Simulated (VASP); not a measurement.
Input of a VASP 6.6.1 run:

Contents of INCAR:

```
SYSTEM = GaN
PREC = Accurate ; ENCUT = 520
EDIFF = 1E-7 ; ISMEAR = -1
SIGMA = 0.05 ; LREAL = .False.
LASPH = .True. ; NELM = 60
ALGO = Normal ; ISIF = 2
LWAVE = .False. ; LCHARG = .True.
GGA = RE ; LELF = .True.
LVHAR = .True. ; NBANDS = 16
```

KPOINTS

```
regular mesh
0
Gamma
  10 10 10
  0 0 0
```

Contents of POSCAR:

```
GaN
1.0
    0.0000000000      2.2383759866      2.2383759866
    2.2383759866      0.0000000000      2.2383759866
    2.2383759866      2.2383759866      0.0000000000
Ga N
1 1
Direct
    0.0000000000      0.0000000000      0.0000000000
    0.2500000000      0.2500000000      0.2500000000
```

Potentials or basis: VASP PAW PBE potentials, release 64 (Ga_d, N).

Run with:

```sh
$ cat potpaw_PBE.64/Ga_d/POTCAR potpaw_PBE.64/N/POTCAR > POTCAR
$ mpirun -np 1 vasp_std > vasp.out
```

Question: What does it give for the band gap on the k mesh?

Answer: 1.89 eV, direct.

Question: Predict the pressure.

Answer: 12.0 GPa.

Caveat: the PAW data sets were made with another functional, which shifts forces and pressure a little.
